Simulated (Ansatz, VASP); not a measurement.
**HfO2 in VASP and in Ansatz**

The input INCAR:

```
  PREC = Accurate
  ENCUT = 520
  EDIFF = 1E-6
  ISMEAR = 0
  SIGMA = 0.05
  LREAL = F
  LASPH = T
  NELM = 100
  ALGO = Normal
  ISIF = 2
  LWAVE = F
  LCHARG = F
  GGA = PE
  NBANDS = 31
```

The input KPOINTS:

```
regular mesh
0
Gamma
  6 6 6
```

Contents of POSCAR:

```
HfO2
1.0
    0.0000000000     -2.5489194559     -2.5489194559
    0.0000000000      2.5489194559     -2.5489194559
    5.0978389119      0.0000000000      0.0000000000
Hf O
2 4
Direct
    0.5000000000      0.5000000000      0.5000000000
    0.0000000000      0.0000000000      0.0000000000
    0.0000000000      0.5000000000      0.6807942040
    0.5000000000      0.0000000000      0.3192057960
    0.0000000000      0.5000000000      0.1807942040
    0.5000000000      0.0000000000      0.8192057960
```

Input for Ansatz:

```yaml
crystal:
  lattice:
    - [0.0, -2.5489194559, -2.5489194559]
    - [0.0, 2.5489194559, -2.5489194559]
    - [5.0978389119, 0.0, 0.0]
  atoms:
    - { symbol: Hf, position: [0.5, 0.5, 0.5] }
    - { symbol: Hf, position: [0.0, 0.0, 0.0] }
    - { symbol: O, position: [0.0, 0.5, 0.680794204] }
    - { symbol: O, position: [0.5, 0.0, 0.319205796] }
    - { symbol: O, position: [0.0, 0.5, 0.180794204] }
    - { symbol: O, position: [0.5, 0.0, 0.819205796] }
basis:
  ecutwfc: 520.0
kpoints:
  mp_grid: { grid: [6, 6, 6] }
hamiltonian:
  xc: pbe
  pseudopotentials: { kind: paw, azcp: { folder: soft_1 } }
scf:
  occupations: { method: gaussian, width: 0.05 }
output:
  forces: true
  stress: true
  eigenvalues: true
```

Change from the starting cell: mode 1 frozen in at -0.353 Å and mode 5 at +0.000 Å (largest displacements).

Alike in both runs: task single point; functional PBE; k mesh 6 × 6 × 6; occupations gaussian, width 0.05 eV; no spin polarisation.

|  | VASP | Ansatz |
| --- | --- | --- |
| version | VASP 6.6.1 | Ansatz 0.2.0 |
| potentials or method | VASP PAW PBE potentials, release 64 (Hf_pv, O), cutoff 520 eV | scalar-relativistic, plane waves, PAW |
| valence electrons in the cell | 44 | 76 |

Ansatz gave:

* gap on the k mesh at the Fermi level (eV): 4.42
* least direct gap on the mesh (eV): 4.52
* pressure (GPa): 11.2
* traceless stress, the component that is largest in VASP (GPa): 7.38
* rms of the force components (eV/Å): 0.338

Q: Which values does VASP return?

A: gap on the k mesh at the Fermi level (eV): 4.37; least direct gap on the mesh (eV): 4.48; pressure (GPa): 7.8; traceless stress, the component that is largest in VASP (GPa): 7.72; rms of the force components (eV/Å): 0.315.

Atom by atom the forces differ by 0.023 eV/Å (rms over components). With one functional, cell and mesh, what is left measures potentials, basis and numerics. VASP's potentials hold 44 valence electrons a cell and Ansatz's 76, so a difference there can come from the potentials and not from the codes.

Neither program's run includes spin-orbit coupling.
